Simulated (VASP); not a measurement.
Write the native input for VASP 6.6.1 that does the following.

| Quantity | Value |
| --- | --- |
| Task | single point |
| Functional | r2SCAN |
| Potentials or basis | VASP PAW PBE potentials, release 64 (C) |
| Cutoff | 520 eV |
| k mesh | 10 × 10 × 2 |
| Occupations | gaussian, width 0.05 eV |
| Spin | no spin polarisation |
| Dipole correction | no |
| Further INCAR settings | ALGO = Normal; EDIFF = 1e-06; NBANDS = 36 |

The system is C.

```
C
1.0
     1.78014   -1.78014    0.00000
     1.78014    0.00000   -1.78014
     8.85262    8.85262    8.85262
C
12
Direct
  0.66667 0.66667 0.21787
  0.00000 0.00000 0.08381
  0.33333 0.33333 0.35193
  0.66667 0.66667 0.62004
  0.00000 0.00000 0.48599
  0.33333 0.33333 0.75410
  0.66667 0.66667 0.31841
  0.00000 0.00000 0.18436
  0.33333 0.33333 0.45247
  0.66667 0.66667 0.72059
  0.00000 0.00000 0.58653
  0.33333 0.33333 0.05030
```

One way to write it, as run:

POSCAR

```
C
1.0
    1.7801417073     -1.7801417073      0.0000000000
    1.7801417073      0.0000000000     -1.7801417073
    8.8526176369      8.8526176369      8.8526176369
C
12
Direct
    0.6666666667      0.6666666667      0.2178704967
    0.0000000000      0.0000000000      0.0838128443
    0.3333333333      0.3333333333      0.3519281491
    0.6666666667      0.6666666667      0.6200434540
    1.0000000000      1.0000000000      0.4859858016
    0.3333333333      0.3333333333      0.7541011064
    0.6666666667      0.6666666667      0.3184137360
    1.0000000000      1.0000000000      0.1843560836
    0.3333333333      0.3333333333      0.4524713885
    0.6666666667      0.6666666667      0.7205866933
    0.0000000000      0.0000000000      0.5865290409
    0.3333333333      0.3333333333      0.0502984312
```

INCAR.step1

```
SYSTEM = C
  ALGO = Normal
  EDIFF = 1E-4
  ENCUT = 520
  GGA = PE
  ISMEAR = 0
  LASPH = .True.
  LCHARG = .False.
  LREAL = .False.
  LWAVE = .True.
  NBANDS = 36
  NELM = 80
  PREC = Accurate
  SIGMA = 0.05
```

INCAR.step2

```
SYSTEM = C
  ALGO = Normal
  EDIFF = 1E-6
  ENCUT = 520
  ISIF = 2
  ISMEAR = 0
  ISTART = 1
  LASPH = .True.
  LCHARG = .False.
  LMIXTAU = .True.
  LREAL = .False.
  LWAVE = .False.
  METAGGA = R2SCAN
  NBANDS = 36
  NELM = 80
  PREC = Accurate
  SIGMA = 0.05
```

KPOINTS

```
k-points
0
Gamma
  10 10 2
  0 0 0
```

Potentials or basis: VASP PAW PBE potentials, release 64 (C).

The run is started by

```console
$ cat potpaw_PBE.64/C/POTCAR > POTCAR
$ cp INCAR.step1 INCAR
$ mpirun -np 1 vasp_std > vasp.out
$ cp INCAR.step2 INCAR
$ mpirun -np 1 vasp_std > vasp.out
```

Results of the run:

The pressure is -1.8 GPa and the largest force is 4.786 eV/Å. The band gap on the k mesh is zero (band 24 reaches 7.41 eV, above the bottom of band 25 at 7.11 eV).

Caveat: the PAW data sets were made with another functional, which shifts forces and pressure a little.

Wall time 9.6 min on 1 thread of AMD EPYC 7R13 Processor (Zen 3) (shared host), peak memory 0.2 GiB.
